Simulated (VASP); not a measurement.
A run of VASP 6.6.1:

The input INCAR:

```
SYSTEM = MgS
  ALGO = Normal
  EDIFF = 1E-6
  ENCUT = 520
  GGA = PS
  ISIF = 2
  ISMEAR = 0
  LASPH = .True.
  LCHARG = .False.
  LREAL = .False.
  LWAVE = .False.
  NBANDS = 11
  NELM = 100
  PREC = Accurate
  SIGMA = 0.05
```

File KPOINTS:

```
k-points
0
Gamma
  10 10 10
  0 0 0
```

Contents of POSCAR:

```
MgS
1.0
    0.0000000000      2.5910375066      2.5910375066
    2.5910375066      0.0000000000      2.5910375066
    2.5910375066      2.5910375066      0.0000000000
Mg S
1 1
Direct
    0.0000000000      0.0000000000      0.0000000000
    0.5000000000      0.5000000000      0.5000000000
```

Potentials or basis: VASP PAW PBE potentials, release 64 (Mg, S).

Run with:

```console
$ cat potpaw_PBE.64/Mg/POTCAR potpaw_PBE.64/S/POTCAR > POTCAR
$ mpirun -np 1 vasp_std > vasp.out
```

Hardware: 1 thread of Intel(R) Xeon(R) 6975P-C (Granite Rapids), on a shared host.

Problem. How long does it take, and how much memory?

Solution. Wall time 6.6 s on 1 thread of Intel(R) Xeon(R) 6975P-C (Granite Rapids), on a shared host, peak memory 0.16 GiB. Counts: scf iterations 11, k points 47.
